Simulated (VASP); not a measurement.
Crystal: NaTlS2.

```
Na S Tl
1.0
     4.06215    0.00000    0.00000
     0.00000    4.06215    0.00000
     0.00000    0.00000    5.74475
Na S Tl
1 2 1
Direct
  0.00000 0.00000 0.00000
  0.00000 0.50000 0.25000
  0.50000 0.00000 0.75000
  0.50000 0.50000 0.50000
```

* Program: VASP 6.6.1
* Task: relaxation of cell and atoms
* Functional: PBE
* Potentials or basis: VASP PAW PBE potentials, release 64 (Na_pv, S, Tl_d)
* Cutoff: 600 eV
* k mesh: 6 × 6 × 4
* Occupations: fermi-dirac, width 0.02 eV
* Spin: no spin polarisation

At the start: pressure 9.6 GPa; volume 23.70 Å³/atom.

How do energy, volume and symmetry change on relaxing?

Over 16 steps the energy falls by 147.1 meV/atom and the volume is 28.88 Å³/atom (+21.9 %); space group P-4m2 (No. 115, to 0.1 Å) before and after.

Step by step:
```csv
step,energy change (eV),largest force (eV/Å),pressure (GPa),volume (Å³)
1,0.0000,0.1445,9.62,94.79
2,-0.4683,0.6531,-0.77,115.69
3,-0.4733,0.6183,-0.04,113.22
4,-0.5093,0.4464,-0.03,113.75
5,-0.5560,0.0202,0.12,114.99
6,-0.5587,0.1236,0.21,115.39
7,-0.5726,0.0886,-0.17,116.66
8,-0.5792,0.0262,-0.76,118.74
9,-0.5856,0.0634,-0.32,117.08
10,-0.5857,0.0687,-0.26,116.86
11,-0.5874,0.0696,-0.08,116.18
12,-0.5880,0.0702,0.10,115.52
13,-0.5885,0.0189,0.00,115.62
14,-0.5886,0.0040,-0.03,115.65
15,-0.5886,0.0050,-0.03,115.65
16,-0.5886,0.0023,0.00,115.51
```

Final structure:
```
Na S Tl
1.0
     4.16438    0.00000    0.00000
     0.00000    4.16438    0.00000
     0.00000    0.00000    6.66097
Na S Tl
1 2 1
Cartesian
  0.0000 0.0000 0.0000
  0.0000 2.0822 1.8032
  2.0822 0.0000 4.8578
  2.0822 2.0822 3.3305
```

Caveat: the volume moved by over 15 % at a fixed basis, so the end points are rough.
